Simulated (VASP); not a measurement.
MoS2, 3 atoms in the cell. The cell holds a slab with vacuum, 3 atoms: a = 3.119 Å, b = 3.119 Å, c = 16.981 Å, α = 90.00°, β = 90.00°, γ = 120.00°. 

```yaml
Program: VASP 6.6.1
Task: single point
Functional: LDA
Potentials_or_basis: VASP PAW LDA potentials, release 64 (Mo_sv, S)
Cutoff: 520 eV
k_mesh: 10 × 10 × 2
Occupations: fermi-dirac, width 0.05 eV
Spin: no spin polarisation
Dipole_correction: no
Further_INCAR_settings: ALGO = Normal; EDIFF = 1e-06; NBANDS = 20
```

Potentials or basis: VASP PAW LDA potentials, release 64 (Mo_sv, S).

The run is started by

```console
$ cat potpaw_LDA.64/Mo_sv/POTCAR potpaw_LDA.64/S/POTCAR > POTCAR
$ mpirun -np 1 vasp_std > vasp.out
```

Hardware: 1 thread of Intel(R) Xeon(R) 6975P-C (Granite Rapids), with other jobs on the host.

Problem. How long does it take, and how much memory?

Solution. Run time: 36 s on 1 thread of Intel(R) Xeon(R) 6975P-C (Granite Rapids) (shared host), peak memory 0.24 GiB. Counts: scf iterations 23, k points 28.
